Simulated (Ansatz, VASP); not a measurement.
**MgO: VASP beside Ansatz**

```
Mg O
1.0
     0.00000    2.18911    2.18911
     2.18911    0.00000    2.18911
     2.18911    2.18911    0.00000
Mg O
1 1
Cartesian
  0.0000 0.0000 0.0000
  2.1891 2.1891 2.1891
```

Alike in both runs: task single point; functional PBE; k mesh 10 × 10 × 10; occupations gaussian, width 0.02 eV; no spin polarisation.

|  | VASP | Ansatz |
| --- | --- | --- |
| version | VASP 6.6.1 | Ansatz 0.2.0 |
| potentials or method | VASP PAW PBE potentials, release 64 (Mg, O), cutoff 600 eV | scalar-relativistic, all-electron LAPW |

```csv
,VASP,Ansatz,Ansatz less VASP
gap on the k mesh at the Fermi level (eV),3.68,3.69,+0.013
least direct gap on the mesh (eV),3.68,3.69,+0.013
pressure (GPa),-11.8,-10.8,+1.01
```

Ansatz ran all-electron here, and VASP with PAW potentials.
